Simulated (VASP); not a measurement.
# TiAl (P4/mmm) in VASP: notebook

Runs on TiAl. Level: r2SCAN. Tasks: single point.

Program: VASP 6.6.1. These are calculated values, not measurements. Logs are shortened: lines on timing, memory, paths and dates and some standing lists are left out, and cuts for length are marked.

## (1) The cell of the first run

Symmetry: P4/mmm, No. 123, tetragonal system. The conventional cell has a = 3.670 Å, b = 3.670 Å, c = 2.385 Å, α = 90.00°, β = 90.00°, γ = 90.00°. Within 3.2 Å of Ti (site symmetry 4/mmm) lie 2 Ti at 2.39 Å and 8 Al at 2.86 Å. Al (site symmetry 4/mmm) has 2 Al at 2.39 Å and 8 Ti at 2.86 Å within 3.2 Å.

## (2) Single point, r2SCAN

File POSCAR:

```
TiAl
1.0
    3.6699613079      0.0000000000      0.0000000000
    0.0000000000      3.6699613079      0.0000000000
    0.0000000000      0.0000000000      2.3854748501
Ti Al
1 1
Direct
    0.0000000000      0.0000000000      0.0000000000
    0.5000000000      0.5000000000      0.5000000000
```

File INCAR.step1:

```
SYSTEM = TiAl
PREC = Accurate
ENCUT = 520
ISMEAR = 0
SIGMA = 0.15
LREAL = .FALSE.
LASPH = .TRUE.
NELM = 60
NBANDS = 14
GGA = PE
ALGO = Normal
EDIFF = 1E-4
LWAVE = .TRUE.
LCHARG = .FALSE.
```

File INCAR.step2:

```
SYSTEM = TiAl
PREC = Accurate
ENCUT = 520
EDIFF = 1E-6
ISMEAR = 0
SIGMA = 0.15
LREAL = .FALSE.
LASPH = .TRUE.
NELM = 60
ALGO = Normal
ISIF = 2
LWAVE = .FALSE.
LCHARG = .FALSE.
METAGGA = R2SCAN
LMIXTAU = .TRUE.
NBANDS = 14
ISTART = 1
```

File KPOINTS:

```
regular mesh
0
G
  16 16 16
  0 0 0
```

Potentials or basis: VASP PAW PBE potentials, release 64 (Ti_sv, Al).

Run with:

```sh
$ cat potpaw_PBE.64/Ti_sv/POTCAR potpaw_PBE.64/Al/POTCAR > POTCAR
$ cp INCAR.step1 INCAR
$ mpirun -np 1 vasp_std > vasp.out
$ cp INCAR.step2 INCAR
$ mpirun -np 1 vasp_std > vasp.out
```

OUTCAR:

```text
SYSTEM = TiAl
   PREC = Accurate
   ENCUT = 520
   EDIFF = 1E-6
   ISMEAR = 0
   LREAL = .FALSE.
   LASPH = .TRUE.
   NELM = 60
   ISIF = 2
   METAGGA = R2SCAN
   ISTART = 1

 ion  position               nearest neighbor table
   1  0.000  0.000  0.000-   2 2.86   2 2.86   2 2.86   2 2.86   2 2.86   2 2.86   2 2.86   2 2.86

   2  0.500  0.500  0.500-   1 2.86   1 2.86   1 2.86   1 2.86   1 2.86   1 2.86   1 2.86   1 2.86

  LATTYP: Found a simple tetragonal cell.
 ALAT       =     3.6699613079
 C/A-ratio  =     0.6500000000

  Lattice vectors:

 A1 = (   3.6699613079,   0.0000000000,   0.0000000000)
 A2 = (   0.0000000000,   3.6699613079,   0.0000000000)
 A3 = (   0.0000000000,   0.0000000000,   2.3854748501)

Analysis of symmetry for initial positions (statically):
=====================================================================
 Subroutine PRICEL returns:
 Original cell was already a primitive cell.

 Routine SETGRP: Setting up the symmetry group for a
 simple tetragonal supercell.

 Subroutine GETGRP returns: Found 16 space group operations
 (whereof 16 operations were pure point group operations)
 out of a pool of 16 trial point group operations.

The static configuration has the point symmetry D_4h.

Analysis of symmetry for dynamics (positions and initial velocities):
=====================================================================
 Subroutine PRICEL returns:
 Original cell was already a primitive cell.

 Routine SETGRP: Setting up the symmetry group for a
 simple tetragonal supercell.

 Subroutine GETGRP returns: Found 16 space group operations
 (whereof 16 operations were pure point group operations)
 out of a pool of 16 trial point group operations.

The dynamic configuration has the point symmetry D_4h.

 Subroutine INISYM returns: Found 16 space group operations
 (whereof 16 operations are pure point group operations),
 and found     1 'primitive' translations

----------------------------------------------------------------------------------------

                                     Primitive cell

  volume of cell :      32.1290

  direct lattice vectors                    reciprocal lattice vectors
     3.669961308  0.000000000  0.000000000     0.272482437  0.000000000  0.000000000
     0.000000000  3.669961308  0.000000000     0.000000000  0.272482437  0.000000000
     0.000000000  0.000000000  2.385474850     0.000000000  0.000000000  0.419203749

  length of vectors
     3.669961308  3.669961308  2.385474850     0.272482437  0.272482437  0.419203749

  position of ions in fractional coordinates (direct lattice)
     0.000000000  0.000000000  0.000000000
     0.500000000  0.500000000  0.500000000

  ion indices of the primitive-cell ions
   primitive index   ion index
                 1           1
                 2           2

----------------------------------------------------------------------------------------

 KPOINTS: regular mesh

Automatic generation of k-mesh.
 Grid dimensions read from file:
 generate k-points for:   16   16   16

 Generating k-lattice:

  Cartesian coordinates                     Fractional coordinates (reciprocal lattice)
     0.017030152  0.000000000  0.000000000     0.062500000  0.000000000  0.000000000
     0.000000000  0.017030152  0.000000000     0.000000000  0.062500000  0.000000000
     0.000000000  0.000000000  0.026200234     0.000000000  0.000000000  0.062500000

  Length of vectors
     0.017030152  0.017030152  0.026200234

  Shift w.r.t. Gamma in fractional coordinates (k-lattice)
     0.000000000  0.000000000  0.000000000

 Subroutine IBZKPT returns following result:
 ===========================================

 Found    405 irreducible k-points:

 Following reciprocal coordinates:
            Coordinates               Weight
  0.000000  0.000000  0.000000      1.000000
  0.062500  0.000000  0.000000      4.000000
  0.125000  0.000000  0.000000      4.000000
  0.187500  0.000000  0.000000      4.000000
  0.250000  0.000000  0.000000      4.000000
  0.312500  0.000000  0.000000      4.000000
[... 16 lines left out ...]
  0.437500  0.125000  0.000000      8.000000
  0.500000  0.125000  0.000000      4.000000
 [... further k-points ...]
   k-points           NKPTS =    405   k-points in BZ     NKDIM =    405   number of bands    NBANDS=     14
   number of dos      NEDOS =    301   number of ions     NIONS =      2
   total plane-waves  NPLWV =  14112
   dimension x,y,z NGX =    28 NGY =   28 NGZ =   18
   dimension x,y,z NGXF=    56 NGYF=   56 NGZF=   36
   ions per type =               1   1
   NGX,Y,Z   is equivalent  to a cutoff of  12.68, 12.68, 12.54 a.u.
   NGXF,Y,Z  is equivalent  to a cutoff of  25.37, 25.37, 25.09 a.u.
 SYSTEM =  TiAl
   PREC   = accura    normal or accurate (medium, high low for compatibility)
   ISTART =      1    job   : 0-new  1-cont  2-samecut
   ICHARG =      0    charge: 1-file 2-atom 10-const
   ISPIN  =      1    spin polarized calculation?
   LNONCOLLINEAR =      F non collinear calculations
   LSORBIT =      F    spin-orbit coupling
   LASPH  =      T    aspherical Exc in radial PAW
   ENCUT  =  520.0 eV  38.22 Ry    6.18 a.u.   6.82  6.82  4.44*2*pi/ulx,y,z
   NELM   =     60;   NELMIN=  2; NELMDL=  0     # of ELM steps
   EDIFF  = 0.1E-05   stopping-criterion for ELM
   LREAL  =      F    real-space projection
   EDIFFG = 0.1E-04   stopping-criterion for IOM
   NSW    =      0    number of steps for IOM
   IBRION =     -1    ionic relax: 0-MD 1-quasi-New 2-CG
   NFREE  =      0    steps in history (QN), initial steepest desc. (CG)
   ISIF   =      2    stress and relaxation
   ISYM   =      2    0-nonsym 1-usesym 2-fastsym
   POTIM  = 0.5000    time-step for ionic-motion
   TEBEG  =    0.0;   TEEND  =   0.0 temperature during run
   PSTRESS=    0.0 pullay stress
   NELECT =      15.0000    total number of electrons
   NUPDOWN=      -1.0000    fix difference up-down
   EMIN   =  10.00;   EMAX   =-10.00  energy-range for DOS
   EFERMI =   0.00;   METHOD = LEGACY
   ISMEAR =     0;   SIGMA  =   0.15  broadening in eV -4-tet -1-fermi 0-gaus
   EFERMI_NEDOS =   21; number of points for ismear=-14 and -15
   IALGO  =     38    algorithm
   IMIX   =      4    mixing-type and parameters
     AMIX     =   0.40;   BMIX     =  1.00
     AMIX_MAG =   1.60;   BMIX_MAG =  1.00
  volume/ion in A,a.u.               =      16.06       108.41
  Fermi-wavevector in a.u.,A,eV,Ry     =   1.270007  2.399964 21.945065  1.612917
  Thomas-Fermi vector in A             =   2.403017
   LORBIT       =      0    0 simple, 1 ext, 2 COOP (PROOUT), +10 PAW based schemes
   METAGGA = R2SCAN    functional components
   LHFCALC =     F    Hartree Fock is set to
   AEXX    =    0.0000 exact exchange contribution
   IVDW    =     0    specifies the selected vdW correction
   LEPSILON=     F    determine dielectric tensor
   LRPA    =     F    only Hartree local field effects (RPA)
 non-spin polarized calculation
 Gauss-broadening in eV      SIGMA  =   0.15
  energy-cutoff  :      520.00
  volume of cell :       32.13
 maximum number of plane-waves:       892
 NGX is ok and might be reduce to    28
   NGX = 13   NGY = 13   NGZ =  9

 number of electron      14.9999996 magnetization

 Free energy of the ion-electron system (eV)
  ---------------------------------------------------
  ext. energy  EPLUGINS =         0.00000000
  ---------------------------------------------------
  free energy    TOTEN  =       -19.73453380 eV

  energy without entropy =      -19.71509454  energy(sigma->0) =      -19.72481417

 E-fermi :   8.6226     XC(G=0): -11.8107

 val. band max:        8.6210279858   @ k =   0.3125   0.2500   0.1875
 cond. band min:       8.6231476453   @ k =   0.3750   0.1875   0.1875
 fundamental gap:      0.0021196595
 Fermi energy:         8.6225970587

 k-point     1 :       0.0000    0.0000    0.0000
  band No.  band energies     occupation
      1     -50.4298      2.00000
      2     -25.6688      2.00000
      3     -25.6688      2.00000
      4     -24.5481      2.00000
      5      -1.2178      2.00000
      6       6.8242      2.00000
      7       6.8712      2.00000
      8       9.2214      0.00000
      9       9.6355      0.00000
     10       9.6355      0.00000
     11      12.6197      0.00000
     12      12.6197      0.00000
     13      14.1341      0.00000
     14      17.0010      0.00000

 k-point     2 :       0.0625    0.0000    0.0000
  band No.  band energies     occupation
      1     -50.4297      2.00000
      2     -25.6707      2.00000
      3     -25.6686      2.00000
      4     -24.5481      2.00000
      5      -1.1710      2.00000
      6       6.7204      2.00000
      7       6.8760      2.00000
      8       8.8630      0.02342
      9       9.5636      0.00000
     10      10.0472      0.00000
     11      12.6126      0.00000
     12      12.6208      0.00000
     13      14.3201      0.00000
     14      17.0095      0.00000

 k-point     3 :       0.1250    0.0000    0.0000
  band No.  band energies     occupation
      1     -50.4294      2.00000
      2     -25.6762      2.00000
      3     -25.6681      2.00000
      4     -24.5479      2.00000
      5      -1.0317      2.00000
      6       6.3797      2.00000
      7       6.9101      2.00000
      8       8.4114      1.95355
      9       9.4510      0.00000
     10      10.6585      0.00000
     11      12.5926      0.00000
     12      12.6238      0.00000
     13      14.6937      0.00000
     14      17.1257      0.00000

 k-point     4 :       0.1875    0.0000    0.0000
  band No.  band energies     occupation
      1     -50.4290      2.00000
      2     -25.6844      2.00000
      3     -25.6674      2.00000
      4     -24.5477      2.00000
      5      -0.8037      2.00000
      6       5.8300      2.00000
      7       6.9604      2.00000
      8       8.0110      2.00000
      9       9.4429      0.00000
     10      11.3247      0.00000
     11      12.5629      0.00000
     12      12.6283      0.00000
     13      14.8587      0.00000
     14      17.5885      0.00000

 k-point     5 :       0.2500    0.0000    0.0000
  band No.  band energies     occupation
      1     -50.4285      2.00000
      2     -25.6941      2.00000
      3     -25.6665      2.00000
      4     -24.5474      2.00000
      5      -0.4945      2.00000
      6       5.1491      2.00000
      7       7.0155      2.00000
      8       7.6750      2.00000
      9       9.5784      0.00000
     10      12.0317      0.00000
     11      12.5282      0.00000
[... 276 lines left out ...]
 k-point    22 :       0.3750    0.1250    0.0000
  band No.  band energies     occupation
      1     -50.4272      2.00000
      2     -25.7107      2.00000
      3     -25.6719      2.00000
      4     -24.5468      2.00000
      5       0.4236      2.00000
      6       3.8868      2.00000
      7       6.7348      2.00000
      8       7.1594      2.00000
      9      10.3111      0.00000
     10      12.4699      0.00000
     11      12.5009      0.00000
     12      12.6171      0.00000
     13      14.4229      0.00000
     14      17.0790      0.00000

 k-point    23 :       0.4375    0.1250    0.0000
  band No.  band energies     occupation
      1     -50.4269      2.00000
      2     -25.7161      2.00000
      3     -25.6714      2.00000
      4     -24.5466      2.00000
      5       0.7800      2.00000
      6       3.3619      2.00000
      7       6.7398      2.00000
      8       7.1261      2.00000
      9      10.4856      0.00000
     10      12.4509      0.00000
     11      12.6203      0.00000
     12      12.8029      0.00000
     13      14.0614      0.00000
     14      16.7760      0.00000

 k-point    24 :       0.5000    0.1250    0.0000
  band No.  band energies     occupation
      1     -50.4268      2.00000
      2     -25.7180      2.00000
      3     -25.6712      2.00000
      4     -24.5466      2.00000
      5       0.9412      2.00000
      6       3.1434      2.00000
      7       6.7382      2.00000
      8       7.1177      2.00000
      9      10.5637      0.00000
     10      12.4443      0.00000
     11      12.6214      0.00000
     12      12.8973      0.00000
     13      13.9399      0.00000
     14      16.6608      0.00000

 [... further k-points ...]

------------------------ aborting loop because EDIFF is reached ----------------------------------------

  FORCE on cell =-STRESS in cart. coord.  units (eV):
  Direction    XX          YY          ZZ          XY          YZ          ZX
  --------------------------------------------------------------------------------------
  -------------------------------------------------------------------------------------
  Total       -1.0095692     -1.0095692      6.2054689     -0.0000000     -0.0000000      0.0000000
  in kB      -50.3441321    -50.3441321    309.4477802     -0.0000000     -0.0000000      0.0000000
  external PRESSURE =      69.5865054 kB  Pullay stress =       0.0000000 kB

 VOLUME and BASIS-vectors are now :
 -----------------------------------------------------------------------------
  energy-cutoff  :      520.00
  volume of cell :       32.13
      direct lattice vectors                 reciprocal lattice vectors
     3.669961308  0.000000000  0.000000000     0.272482437  0.000000000  0.000000000
     0.000000000  3.669961308  0.000000000     0.000000000  0.272482437  0.000000000
     0.000000000  0.000000000  2.385474850     0.000000000  0.000000000  0.419203749

 POSITION                                       TOTAL-FORCE (eV/Angst)
 -----------------------------------------------------------------------------------
      0.00000      0.00000      0.00000         0.000000      0.000000      0.000000
      1.83498      1.83498      1.19274         0.000000      0.000000      0.000000
 -----------------------------------------------------------------------------------
    total drift:                               -0.000000     -0.000000     -0.000000

  FREE ENERGIE OF THE ION-ELECTRON SYSTEM (eV)
  ---------------------------------------------------
  free  energy   TOTEN  =       -19.7345337990 eV

  energy  without entropy=      -19.7150945406  energy(sigma->0) =      -19.72481417
```

Run time: 3.4 min. Hardware: 1 thread of Intel Xeon 6975P-C (Granite Rapids), shared host; peak memory 0.3 GiB.

What came out:

```
Free energy : -19.7345 eV
Pressure    : 7.0 GPa
```

Caveat: the PAW data sets were made with another functional, which shifts forces and pressure a little.

(Part 1 of 2 ends here.)
